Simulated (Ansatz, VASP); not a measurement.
# ScPt in VASP and in Ansatz

INCAR

```
SYSTEM = ScPt
PREC = Accurate
ENCUT = 520
EDIFF = 1E-8
ISMEAR = -1
SIGMA = 0.05
LREAL = .FALSE.
LASPH = .TRUE.
NELM = 60
ALGO = Normal
ISIF = 2
LWAVE = .FALSE.
LCHARG = .FALSE.
LEFG = .TRUE.
NBANDS = 18
```

Contents of KPOINTS:

```
regular mesh
0
G
  10 10 10
  0 0 0
```

File POSCAR:

```
ScPt
1.0
    3.3341339293      0.0000000000      0.0000000000
    0.0000000000      3.3341339293      0.0000000000
    0.0000000000      0.0000000000      3.3341339293
Sc Pt
1 1
Direct
    0.5000000000      0.5000000000      0.5000000000
    0.0000000000      0.0000000000      0.0000000000
```

Input for Ansatz:

```yaml
crystal:
  lattice:
    - [3.3341339293, 0.0, 0.0]
    - [0.0, 3.3341339293, 0.0]
    - [0.0, 0.0, 3.3341339293]
  atoms:
    - { symbol: Sc, position: [0.5, 0.5, 0.5] }
    - { symbol: Pt, position: [0.0, 0.0, 0.0] }
kpoints:
  mp_grid: { grid: [10, 10, 10] }
scf:
  occupations: { method: fermi_dirac, width: 0.05 }
hamiltonian:
  xc: lda
  pseudopotentials: { kind: paw }
output:
  forces: true
  stress: true
  eigenvalues: true
  efg: { contact_densities: true }
  write_density: true
  write_potential: true
  elf: true
  volumetric_format: npy
```

Change from the starting cell: volume scaled by 1.06, PAW files.

Alike in both runs: task electric field gradients; functional LDA; k mesh 10 × 10 × 10; occupations fermi-dirac, width 0.05 eV; no spin polarisation.

|  | VASP | Ansatz |
| --- | --- | --- |
| version | VASP 6.6.1 | Ansatz 0.2.0 |
| potentials or method | VASP PAW LDA potentials, release 64 (Sc_sv, Pt) | PAW with Ansatz's default frozen-core files, scalar-relativistic |
| plane-wave cutoff (eV) | 520 | 420 |
| valence electrons in the cell | 21 | 29 |

VASP gave:

* pressure (GPa): -12.0

Problem. Estimate Ansatz's values.

Solution. Pressure (GPa): -12.4.

LDA's correlation is that of Perdew and Zunger in VASP and of Perdew and Wang (1992) in Ansatz. VASP's potentials hold 21 valence electrons a cell and Ansatz's 29, so a difference there can come from the potentials and not from the codes.

Spin-orbit coupling is off throughout.
